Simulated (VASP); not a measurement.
# Li2S (Fm-3m) in VASP: further runs

The runs below take Li2S through single point, with PBE.

Program: VASP 6.6.1. These are calculated values, not measurements. Logs are shortened: lines on timing, memory, paths and dates and some standing lists are left out, and cuts for length are marked.

## (1) The cell of the first run

It takes space group Fm-3m (No. 225, cubic). Conventional cell: a = 5.727 Å, b = 5.727 Å, c = 5.727 Å, α = 90.00°, β = 90.00°, γ = 90.00°. Li (site symmetry -43m) has 4 S at 2.48 Å and 6 Li at 2.86 Å within 3.3 Å. S (site symmetry m-3m) has 8 Li at 2.48 Å within 3.3 Å.

## (2) Single point, PBE

Contents of INCAR:

```
PREC     = Accurate       # precision mode
ENCUT    = 750            # plane-wave cutoff, eV
EDIFF    = 1E-6           # SCF threshold, eV
ISMEAR   = 0              # smearing method
SIGMA    = 0.05           # smearing width, eV
LREAL    = False          # projectors in reciprocal space
LASPH    = True           # aspherical terms in the spheres
NELM     = 120            # most SCF steps
ALGO     = Normal         # electronic algorithm
ISIF     = 2              # what is computed and relaxed
LWAVE    = False          # write WAVECAR
LCHARG   = False          # write CHGCAR
GGA      = PE             # functional
NBANDS   = 13             # bands
GGA_COMPAT= False
```

Contents of KPOINTS:

```
regular mesh
0
Gamma
  10 10 10
```

Contents of POSCAR:

```
Li2S
1.0
    0.0000000000      2.8634817972      2.8634817972
    2.8634817972      0.0000000000      2.8634817972
    2.8634817972      2.8634817972      0.0000000000
Li S
2 1
Direct
    0.2500000000      0.2500000000      0.2500000000
    0.7500000000      0.7500000000      0.7500000000
    0.0000000000      0.0000000000      0.0000000000
```

Potentials or basis: VASP PAW PBE potentials, release 64 (Li_sv, S).

Command:

```console
$ cat potpaw_PBE.64/Li_sv/POTCAR potpaw_PBE.64/S/POTCAR > POTCAR
$ mpirun -np 1 vasp_std > vasp.out
```

OUTCAR:

```text
PREC = Accurate
   ENCUT = 750
   EDIFF = 1E-6
   ISMEAR = 0
   LREAL = False
   LASPH = True
   NELM = 120
   ISIF = 2
   GGA = PE

 ion  position               nearest neighbor table
   1  0.250  0.250  0.250-   3 2.48   3 2.48   3 2.48   3 2.48
   2  0.750  0.750  0.750-   3 2.48   3 2.48   3 2.48   3 2.48
   3  0.000  0.000  0.000-   2 2.48   2 2.48   2 2.48   1 2.48   1 2.48   1 2.48   2 2.48   1 2.48

  LATTYP: Found a face centered cubic cell.
 ALAT       =     5.7269635944

  Lattice vectors:

 A1 = (   0.0000000000,   2.8634817972,   2.8634817972)
 A2 = (   2.8634817972,   0.0000000000,   2.8634817972)
 A3 = (   2.8634817972,   2.8634817972,   0.0000000000)

Analysis of symmetry for initial positions (statically):
=====================================================================
 Subroutine PRICEL returns:
 Original cell was already a primitive cell.

 Routine SETGRP: Setting up the symmetry group for a
 face centered cubic supercell.

 Subroutine GETGRP returns: Found 48 space group operations
 (whereof 48 operations were pure point group operations)
 out of a pool of 48 trial point group operations.

The static configuration has the point symmetry O_h .

Analysis of symmetry for dynamics (positions and initial velocities):
=====================================================================
 Subroutine PRICEL returns:
 Original cell was already a primitive cell.

 Routine SETGRP: Setting up the symmetry group for a
 face centered cubic supercell.

 Subroutine GETGRP returns: Found 48 space group operations
 (whereof 48 operations were pure point group operations)
 out of a pool of 48 trial point group operations.

The dynamic configuration has the point symmetry O_h .

 Subroutine INISYM returns: Found 48 space group operations
 (whereof 48 operations are pure point group operations),
 and found     1 'primitive' translations

----------------------------------------------------------------------------------------

                                     Primitive cell

  volume of cell :      46.9584

  direct lattice vectors                    reciprocal lattice vectors
     0.000000000  2.863481797  2.863481797    -0.174612599  0.174612599  0.174612599
     2.863481797  0.000000000  2.863481797     0.174612599 -0.174612599  0.174612599
     2.863481797  2.863481797  0.000000000     0.174612599  0.174612599 -0.174612599

  length of vectors
     4.049574793  4.049574793  4.049574793     0.302437894  0.302437894  0.302437894

  position of ions in fractional coordinates (direct lattice)
     0.250000000  0.250000000  0.250000000
     0.750000000  0.750000000  0.750000000
     0.000000000  0.000000000  0.000000000

  ion indices of the primitive-cell ions
   primitive index   ion index
                 1           1
                 2           2
                 3           3

----------------------------------------------------------------------------------------

 KPOINTS: regular mesh

Automatic generation of k-mesh.
 Grid dimensions read from file:
 generate k-points for:   10   10   10

 Generating k-lattice:

  Cartesian coordinates                     Fractional coordinates (reciprocal lattice)
    -0.017461260  0.017461260  0.017461260     0.100000000  0.000000000  0.000000000
     0.017461260 -0.017461260  0.017461260     0.000000000  0.100000000  0.000000000
     0.017461260  0.017461260 -0.017461260     0.000000000  0.000000000  0.100000000

  Length of vectors
     0.030243789  0.030243789  0.030243789

  Shift w.r.t. Gamma in fractional coordinates (k-lattice)
     0.000000000  0.000000000  0.000000000

 Subroutine IBZKPT returns following result:
 ===========================================

 Found     47 irreducible k-points:

 Following reciprocal coordinates:
            Coordinates               Weight
  0.000000  0.000000  0.000000      1.000000
  0.100000  0.000000  0.000000      8.000000
  0.200000  0.000000  0.000000      8.000000
  0.300000  0.000000  0.000000      8.000000
  0.400000  0.000000  0.000000      8.000000
  0.500000  0.000000  0.000000      4.000000
[... 16 lines left out ...]
  0.300000  0.300000  0.000000      6.000000
  0.400000  0.300000  0.000000     24.000000
 [... further k-points ...]
   k-points           NKPTS =     47   k-points in BZ     NKDIM =     47   number of bands    NBANDS=     13
   number of dos      NEDOS =    301   number of ions     NIONS =      3
   total plane-waves  NPLWV =  46656
   dimension x,y,z NGX =    36 NGY =   36 NGZ =   36
   dimension x,y,z NGXF=    72 NGYF=   72 NGZF=   72
   ions per type =               2   1
   NGX,Y,Z   is equivalent  to a cutoff of  14.78, 14.78, 14.78 a.u.
   NGXF,Y,Z  is equivalent  to a cutoff of  29.56, 29.56, 29.56 a.u.
 SYSTEM =  unknown system
   PREC   = accura    normal or accurate (medium, high low for compatibility)
   ISTART =      0    job   : 0-new  1-cont  2-samecut
   ICHARG =      2    charge: 1-file 2-atom 10-const
   ISPIN  =      1    spin polarized calculation?
   LNONCOLLINEAR =      F non collinear calculations
   LSORBIT =      F    spin-orbit coupling
   LASPH  =      T    aspherical Exc in radial PAW
   ENCUT  =  750.0 eV  55.12 Ry    7.42 a.u.   9.04  9.04  9.04*2*pi/ulx,y,z
   NELM   =    120;   NELMIN=  2; NELMDL= -5     # of ELM steps
   EDIFF  = 0.1E-05   stopping-criterion for ELM
   LREAL  =      F    real-space projection
   EDIFFG = 0.1E-04   stopping-criterion for IOM
   NSW    =      0    number of steps for IOM
   IBRION =     -1    ionic relax: 0-MD 1-quasi-New 2-CG
   NFREE  =      0    steps in history (QN), initial steepest desc. (CG)
   ISIF   =      2    stress and relaxation
   ISYM   =      2    0-nonsym 1-usesym 2-fastsym
   POTIM  = 0.5000    time-step for ionic-motion
   TEBEG  =    0.0;   TEEND  =   0.0 temperature during run
   PSTRESS=    0.0 pullay stress
   NELECT =      12.0000    total number of electrons
   NUPDOWN=      -1.0000    fix difference up-down
   EMIN   =  10.00;   EMAX   =-10.00  energy-range for DOS
   EFERMI =   0.00;   METHOD = LEGACY
   ISMEAR =     0;   SIGMA  =   0.05  broadening in eV -4-tet -1-fermi 0-gaus
   EFERMI_NEDOS =   21; number of points for ismear=-14 and -15
   IALGO  =     38    algorithm
   IMIX   =      4    mixing-type and parameters
     AMIX     =   0.40;   BMIX     =  1.00
     AMIX_MAG =   1.60;   BMIX_MAG =  1.00
  volume/ion in A,a.u.               =      15.65       105.63
  Fermi-wavevector in a.u.,A,eV,Ry     =   1.038877  1.963193 14.684299  1.079266
  Thomas-Fermi vector in A             =   2.173382
   LORBIT       =      0    0 simple, 1 ext, 2 COOP (PROOUT), +10 PAW based schemes
   GGA     = PE    functional components
   LHFCALC =     F    Hartree Fock is set to
   AEXX    =    0.0000 exact exchange contribution
   IVDW    =     0    specifies the selected vdW correction
   LEPSILON=     F    determine dielectric tensor
   LRPA    =     F    only Hartree local field effects (RPA)
 non-spin polarized calculation
 Gauss-broadening in eV      SIGMA  =   0.05
  energy-cutoff  :      750.00
  volume of cell :       46.96
 maximum number of plane-waves:      2206
   NGX = 19   NGY = 19   NGZ = 19

 number of electron      12.0000001 magnetization

 Free energy of the ion-electron system (eV)
  ---------------------------------------------------
  ext. energy  EPLUGINS =         0.00000000
  ---------------------------------------------------
  free energy    TOTEN  =       -11.99423976 eV

  energy without entropy =      -11.99423976  energy(sigma->0) =      -11.99423976

 E-fermi :   1.6308     XC(G=0):  -8.4505

 val. band max:        1.3704362700   @ k =   0.0000   0.0000   0.0000
 cond. band min:       4.7699701704   @ k =   0.5000   0.5000   0.0000
 fundamental gap:      3.3995339004
 Fermi energy:         1.6307580241

 k-point     1 :       0.0000    0.0000    0.0000
  band No.  band energies     occupation
      1     -42.8299      2.00000
      2     -42.7898      2.00000
      3      -9.6144      2.00000
      4       1.3704      2.00000
      5       1.3704      2.00000
      6       1.3704      2.00000
      7       5.5635      0.00000
      8       7.5932      0.00000
      9       7.5932      0.00000
     10       7.5932      0.00000
     11      12.5104      0.00000
     12      12.5104      0.00000
     13      13.7210      0.00000

 k-point     2 :       0.1000    0.0000    0.0000
  band No.  band energies     occupation
      1     -42.8289      2.00000
      2     -42.7907      2.00000
      3      -9.5786      2.00000
      4       0.9734      2.00000
      5       1.3139      2.00000
      6       1.3139      2.00000
      7       5.8616      0.00000
      8       7.7488      0.00000
      9       7.7488      0.00000
     10       7.8109      0.00000
     11      11.7573      0.00000
     12      11.7573      0.00000
     13      13.8075      0.00000

 k-point     3 :       0.2000    0.0000    0.0000
  band No.  band energies     occupation
      1     -42.8258      2.00000
      2     -42.7934      2.00000
      3      -9.4810      2.00000
      4       0.1417      2.00000
      5       1.1769      2.00000
      6       1.1769      2.00000
      7       6.4114      0.00000
      8       8.0583      0.00000
      9       8.0583      0.00000
     10       8.3933      0.00000
     11      11.1636      0.00000
     12      11.1636      0.00000
     13      14.0739      0.00000
[... 305 lines left out ...]
 k-point    23 :       0.3000    0.3000    0.0000
  band No.  band energies     occupation
      1     -42.8205      2.00000
      2     -42.7979      2.00000
      3      -9.2705      2.00000
      4      -0.2244      2.00000
      5       0.3793      2.00000
      6       0.3793      2.00000
      7       5.7706      0.00000
      8       8.1195      0.00000
      9       9.9108      0.00000
     10       9.9108      0.00000
     11      10.8297      0.00000
     12      13.8841      0.00000
     13      16.4674      0.00000

 k-point    24 :       0.4000    0.3000    0.0000
  band No.  band energies     occupation
      1     -42.8178      2.00000
      2     -42.8003      2.00000
      3      -9.1838      2.00000
      4      -0.5561      2.00000
      5       0.1924      2.00000
      6       0.2500      2.00000
      7       5.6029      0.00000
      8       8.3977      0.00000
      9      10.1531      0.00000
     10      10.3239      0.00000
     11      11.9039      0.00000
     12      14.4540      0.00000
     13      15.5116      0.00000

 [... further k-points ...]
[... 5 lines left out ...]
  --------------------------------------------------------------------------------------
  -------------------------------------------------------------------------------------
  Total       -0.1673204     -0.1673204     -0.1673204      0.0000000      0.0000000     -0.0000000
  in kB       -5.7088180     -5.7088180     -5.7088180      0.0000000      0.0000000     -0.0000000
  external PRESSURE =      -5.7088180 kB  Pullay stress =       0.0000000 kB

 VOLUME and BASIS-vectors are now :
 -----------------------------------------------------------------------------
  energy-cutoff  :      750.00
  volume of cell :       46.96
      direct lattice vectors                 reciprocal lattice vectors
     0.000000000  2.863481797  2.863481797    -0.174612599  0.174612599  0.174612599
     2.863481797  0.000000000  2.863481797     0.174612599 -0.174612599  0.174612599
     2.863481797  2.863481797  0.000000000     0.174612599  0.174612599 -0.174612599

 POSITION                                       TOTAL-FORCE (eV/Angst)
 -----------------------------------------------------------------------------------
      1.43174      1.43174      1.43174        -0.000000      0.000000      0.000000
      4.29522      4.29522      4.29522         0.000000     -0.000000     -0.000000
      0.00000      0.00000      0.00000         0.000000      0.000000      0.000000
 -----------------------------------------------------------------------------------
    total drift:                                0.000000      0.000000      0.000000

  FREE ENERGIE OF THE ION-ELECTRON SYSTEM (eV)
  ---------------------------------------------------
  free  energy   TOTEN  =       -11.9942397598 eV

  energy  without entropy=      -11.9942397598  energy(sigma->0) =      -11.99423976
```

Wall time 26 s (1 thread of Intel Xeon Platinum 8488C (Sapphire Rapids), shared host); peak memory 0.21 GiB.

What came out:

* Free energy: -11.9942 eV
* Pressure: -0.6 GPa
* Band gap on the k mesh: 3.40 eV, indirect (least direct gap 4.19 eV)

## (3) Single point, PBE (volume scaled by 1.020)

Contents of INCAR:

```
ALGO = Normal
EDIFF = 1E-6
ENCUT = 750
GGA = PE
GGA_COMPAT = False
ISIF = 2
ISMEAR = 0
LASPH = True
LCHARG = False
LREAL = False
LWAVE = False
NBANDS = 13
NELM = 120
PREC = Accurate
SIGMA = 0.05
```

Contents of KPOINTS:

```
k-points
0
Gamma
  10 10 10
```

Contents of POSCAR:

```
Li2S
1.0
    0.0000000000      2.8717666167      2.8717666167
    2.8717666167      0.0000000000      2.8717666167
    2.8717666167      2.8717666167      0.0000000000
Li S
2 1
Direct
    0.2500000000      0.2500000000      0.2500000000
    0.7500000000      0.7500000000      0.7500000000
    0.0000000000      0.0000000000      0.0000000000
```

Potentials or basis: VASP PAW PBE potentials, release 64 (Li_sv, S).

Command:

```console
$ cat potpaw_PBE.64/Li_sv/POTCAR potpaw_PBE.64/S/POTCAR > POTCAR
$ mpirun -np 1 vasp_std > vasp.out
```

It took 25 s on 1 thread of Intel Xeon Platinum 8488C (Sapphire Rapids), shared host; peak memory 0.21 GiB.

Results (log left out):

- Free energy: -11.9926 eV
- Pressure: -0.9 GPa
- Band gap on the k mesh: 3.40 eV, indirect (least direct gap 4.15 eV)

Levels at points of the mesh, in eV from the valence-band top:
| k point | band 2 | band 3 | band 4 | band 5 | band 6 | band 7 | band 8 | band 9 | band 10 | band 11 |
| --- | --- | --- | --- | --- | --- | --- | --- | --- | --- | --- |
| (0.00, 0.00, 0.00) | -44.18 | -10.96 | 0.00 | 0.00 | 0.00 | 4.15 | 6.22 | 6.22 | 6.22 | 11.12 |
| (0.50, 0.00, 0.00) | -44.20 | -10.55 | -2.80 | -0.49 | -0.49 | 5.99 | 6.56 | 6.56 | 8.30 | 12.63 |
| (0.50, 0.50, 0.00) | -44.19 | -10.43 | -2.12 | -1.37 | -1.37 | 3.40 | 7.02 | 10.92 | 10.92 | 11.84 |

## (4) Single point, PBE (volume scaled by 1.040)

Contents of INCAR:

```
SYSTEM = Li2S
ALGO = Normal
EDIFF = 1E-6
ENCUT = 750
GGA = PE
GGA_COMPAT = .FALSE.
ISIF = 2
ISMEAR = 0
LASPH = .TRUE.
LCHARG = .FALSE.
LREAL = .FALSE.
LWAVE = .FALSE.
NBANDS = 13
NELM = 120
PREC = Accurate
SIGMA = 0.05
```

Contents of KPOINTS:

```
k-points
0
G
  10 10 10
  0 0 0
```

Contents of POSCAR:

```
Li2S
1.0
    0.0000000000      2.8904149744      2.8904149744
    2.8904149744      0.0000000000      2.8904149744
    2.8904149744      2.8904149744      0.0000000000
Li S
2 1
Direct
    0.2500000000      0.2500000000      0.2500000000
    0.7500000000      0.7500000000      0.7500000000
    0.0000000000      0.0000000000      0.0000000000
```

Command:

```console
$ cat potpaw_PBE.64/Li_sv/POTCAR potpaw_PBE.64/S/POTCAR > POTCAR
$ mpirun -np 1 vasp_std > vasp.out
```

It took 38 s on 1 thread of Intel Xeon Platinum 8488C (Sapphire Rapids), shared host; peak memory 0.23 GiB.

Results (log left out):

- Free energy: -11.9859 eV
- Pressure: -1.6 GPa
- Band gap on the k mesh: 3.41 eV, indirect (least direct gap 4.05 eV)

Levels at points of the mesh, in eV from the valence-band top:
| k point | band 2 | band 3 | band 4 | band 5 | band 6 | band 7 | band 8 | band 9 | band 10 | band 11 |
| --- | --- | --- | --- | --- | --- | --- | --- | --- | --- | --- |
| (0.00, 0.00, 0.00) | -44.22 | -10.91 | 0.00 | 0.00 | 0.00 | 4.05 | 6.21 | 6.21 | 6.21 | 11.07 |
| (0.50, 0.00, 0.00) | -44.24 | -10.51 | -2.74 | -0.48 | -0.48 | 5.90 | 6.55 | 6.55 | 8.20 | 12.50 |
| (0.50, 0.50, 0.00) | -44.23 | -10.40 | -2.08 | -1.34 | -1.34 | 3.41 | 6.96 | 10.78 | 10.78 | 11.63 |

 A k mesh can miss the band edges.

## (5) The runs side by side

| cell | gap on the mesh (eV) | pressure (GPa) |
| --- | --- | --- |
| a = 4.050 Å, angles 60.0°, 3 atoms | 3.40 | -0.6 |
| a = 4.061 Å, angles 60.0°, 3 atoms | 3.40 | -0.9 |
| a = 4.088 Å, angles 60.0°, 3 atoms | 3.41 | -1.6 |

Alike in all rows: task single point; level PBE; potentials or basis VASP PAW PBE potentials, release 64 (Li_sv, S); no spin polarisation; k mesh 10 × 10 × 10; cutoff (eV) 750; smearing gaussian 0.05 eV.

Total energies depend on the potentials used, so only differences within one code and one set of settings carry meaning.
